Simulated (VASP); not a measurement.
Set up this calculation in VASP 6.6.1, as the native input.

```
Task                   : single point
Functional             : PBEsol
Potentials or basis    : VASP PAW PBE potentials, release 64 (V_sv)
Cutoff                 : 520 eV
k mesh                 : 10 × 10 × 1
Occupations            : fermi-dirac, width 0.05 eV
Spin                   : no spin polarisation
Dipole correction      : yes
Further INCAR settings : ALGO = Normal; EDIFF = 1e-06; NBANDS = 12
```

The structure of V lies in POSCAR:

```
V
1.0
    4.1844123098      0.0000000000      0.0000000000
   -2.0922061549      3.6238073602      0.0000000000
    0.0000000000      0.0000000000     13.0000000000
V
1
Direct
    0.0000000000      0.0000000000      0.5000000000
```

The input as run:

INCAR

```
SYSTEM = V
PREC = Accurate
ENCUT = 520
EDIFF = 1E-6
ISMEAR = -1
SIGMA = 0.05
LREAL = .False.
LASPH = .True.
NELM = 80
ALGO = Normal
ISIF = 2
LWAVE = .False.
LCHARG = .False.
LDIPOL = .True.
IDIPOL = 3
DIPOL = 0.5 0.5 0.500
GGA = PS
NBANDS = 12
```

KPOINTS

```
Automatic mesh
0
Gamma
  10 10 1
  0 0 0
```

Potentials or basis: VASP PAW PBE potentials, release 64 (V_sv).

The run is started by

```console
$ cat potpaw_PBE.64/V_sv/POTCAR > POTCAR
$ mpirun -np 1 vasp_std > vasp.out
```

Run time: 32 s on 1 thread of Intel(R) Xeon(R) Platinum 8375C CPU @ 2.90GHz (Ice Lake), with other jobs on the host, peak memory 0.29 GiB.
